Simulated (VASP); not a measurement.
Write the native input for VASP 6.6.1 that does the following.

| Property | Result |
| --- | --- |
| Task | single point |
| Functional | PBE |
| Dispersion | D3(BJ) |
| Potentials or basis | VASP PAW PBE potentials, release 64 (S, O) |
| Cutoff | 520 eV |
| k mesh | 6 × 6 × 4 |
| Occupations | gaussian, width 0.1 eV |
| Spin | collinear spin, ferromagnetic start |
| Starting moments | [0.0, 0.0, 0.0, 0.0, 0.0, 0.0, 1.0, 1.0] μB |
| Dipole correction | no |
| Further INCAR settings | ALGO = Normal; EDIFF = 1e-07; NBANDS = 38 |

The structure of S3O lies in POSCAR:

```
S3O
1.0
    5.7359234600      0.0000000000      0.0000000000
   -2.8679617300      4.9674554300      0.0000000000
    0.0000000000      0.0000000000      4.8035762500
S O
6 2
Direct
    0.1662867800      0.3325735600      0.2500000000
    0.6674264400      0.8337132200      0.2500000000
    0.1662867800      0.8337132200      0.2500000000
    0.8337132200      0.6674264400      0.7500000000
    0.3325735600      0.1662867800      0.7500000000
    0.8337132200      0.1662867800      0.7500000000
    0.3333333300      0.6666666700      0.7500000000
    0.6666666700      0.3333333300      0.2500000000
```

The cell was generated, and may not be a known phase.

These files were run (other wordings do the same):

INCAR

```
SYSTEM = S3O
ALGO = Normal ; EDIFF = 1E-7
ENCUT = 520 ; GGA = PE
ISIF = 2 ; ISMEAR = 0
ISPIN = 2 ; IVDW = 12
LASPH = .True. ; LCHARG = .False.
LORBIT = 11 ; LREAL = .False.
LWAVE = .False. ; MAGMOM = 0 0 0 0 0 0 1 1
NBANDS = 38 ; NELM = 150
PREC = Accurate ; SIGMA = 0.1
```

KPOINTS

```
k-points
0
Gamma
  6 6 4
  0 0 0
```

Potentials or basis: VASP PAW PBE potentials, release 64 (S, O).

Command:

```sh
$ cat potpaw_PBE.64/S/POTCAR potpaw_PBE.64/O/POTCAR > POTCAR
$ mpirun -np 1 vasp_std > vasp.out
```

It gave:

```yaml
Pressure: -16.3 GPa
Largest_force: 0.175 eV/Å
Band_gap_on_the_k_mesh: zero (filled and empty bands overlap)
Net_moment: 0.00 μB per cell
Valence_electrons_inside_the_program's_atomic_spheres: S 3.39; O 4.67
Dispersion_energy_per_atom: -0.255 eV
```

Caveat: the cell stands under tension.

Run time: 5.1 min on 1 thread of Intel(R) Xeon(R) Platinum 8259CL CPU @ 2.50GHz (Skylake/Cascade Lake), with other jobs on the host, peak memory 0.42 GiB.
